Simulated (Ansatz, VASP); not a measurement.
**One calculation of Rb, two programs**

```
Rb
1.0
    -2.80250    2.80250    2.85855
     2.80250   -2.80250    2.85855
     2.80250    2.80250   -2.85855
Rb
1
Cartesian
  0.0000 0.0000 0.0000
```

Alike in both runs: functional PBE; k mesh 6 × 6 × 6; occupations fermi-dirac, width 0.05 eV; no spin polarisation.

|  | VASP | Ansatz |
| --- | --- | --- |
| version | VASP 6.6.1 | Ansatz 0.2.0 |
| potentials or method | VASP PAW PBE potentials, release 64 (Rb_sv) | Ansatz PAW |
| plane-wave cutoff (eV) | 500 | 420 |
| valence electrons in the cell | 9 | 9 |
| task | single point | band structure |

```tsv
	VASP	Ansatz	Ansatz less VASP
gap on the k mesh at the Fermi level (eV)	none	none	-
pressure (GPa)	0.1	0.1	0.00
```

A gap of «none» marks a metal or a gap that the smearing closes. The functional is the same, so the differences come from potentials, cutoffs and numerics.
